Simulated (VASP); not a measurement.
A run of VASP 6.6.1:

File POSCAR:

```
O
1.0
    1.4233500009      0.8217715078      3.4082999996
   -1.4233500009      0.8217715078      3.4082999996
    0.0000000000     -1.6435430107      3.4083000008
O
2
Direct
    0.0601108797      0.0601108797      0.0601108825
    0.9422999990      0.9422999990      0.9423000019
```

The input INCAR.step1:

```
PREC = Accurate
ENCUT = 1480
ISMEAR = -1
SIGMA = 0.05
LREAL = F
LASPH = T
NELM = 120
NBANDS = 13
GGA = PE
ALGO = Normal
EDIFF = 1E-5
LWAVE = T
LCHARG = F
GGA_COMPAT = F
```

File INCAR.step2:

```
PREC = Accurate
ENCUT = 1480
EDIFF = 1E-6
ISMEAR = -1
SIGMA = 0.05
LREAL = F
LASPH = T
NELM = 120
ALGO = Normal
ISIF = 2
LWAVE = F
LCHARG = F
METAGGA = R2SCAN
LMIXTAU = T
NBANDS = 13
ISTART = 1
GGA_COMPAT = F
```

KPOINTS

```
Automatic mesh
0
Gamma
  5 5 5
```

Potentials or basis: VASP PAW PBE potentials, release 64 (O_h).

Run with:

```bash
$ cat potpaw_PBE.64/O_h/POTCAR > POTCAR
$ cp INCAR.step1 INCAR
$ mpirun -np 1 vasp_std > vasp.out
$ cp INCAR.step2 INCAR
$ mpirun -np 1 vasp_std > vasp.out
```

Hardware: 1 thread of AMD EPYC 7R13 Processor (Zen 3) (shared host).

Question: How long does it take, and how much memory?

Answer: It took 2.5 min on 1 thread of AMD EPYC 7R13 Processor (Zen 3) (shared host), peak memory 0.3 GiB. Counts: k points 19.
